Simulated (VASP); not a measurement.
A run of VASP 6.6.1 is set up as follows.

File INCAR:

```
SYSTEM = V
PREC = Accurate ; ENCUT = 520
EDIFF = 1E-6 ; ISMEAR = -1
SIGMA = 0.05 ; LREAL = .False.
LASPH = .True. ; NELM = 150
ALGO = Normal ; ISIF = 2
LWAVE = .False. ; LCHARG = .False.
ISPIN = 2 ; MAGMOM = 2 2
LORBIT = 11 ; LMAXMIX = 4
GGA = PS ; NBANDS = 24
```

File KPOINTS:

```
regular mesh
0
Gamma
  12 12 6
  0 0 0
```

POSCAR

```
V
1.0
    2.6042941027      0.0000000000      0.0000000000
   -1.3021470513      2.2553848518      0.0000000000
    0.0000000000      0.0000000000      4.7233360000
V
2
Direct
    0.3333333333      0.6666666667      0.2500000000
    0.6666666667      0.3333333333      0.7500000000
```

Potentials or basis: VASP PAW PBE potentials, release 64 (V_sv).

The run is started by

```sh
$ cat potpaw_PBE.64/V_sv/POTCAR > POTCAR
$ mpirun -np 1 vasp_std > vasp.out
```

(1) Predict the net moment.

(2) Predict the band gap on the k mesh.

(3) Predict the pressure.

## Answers

(1) 0.00 μB per cell.

(2) zero (filled and empty bands overlap).

(3) -7.0 GPa.

Caveat: the PAW data sets were made with another functional, which shifts forces and pressure a little.
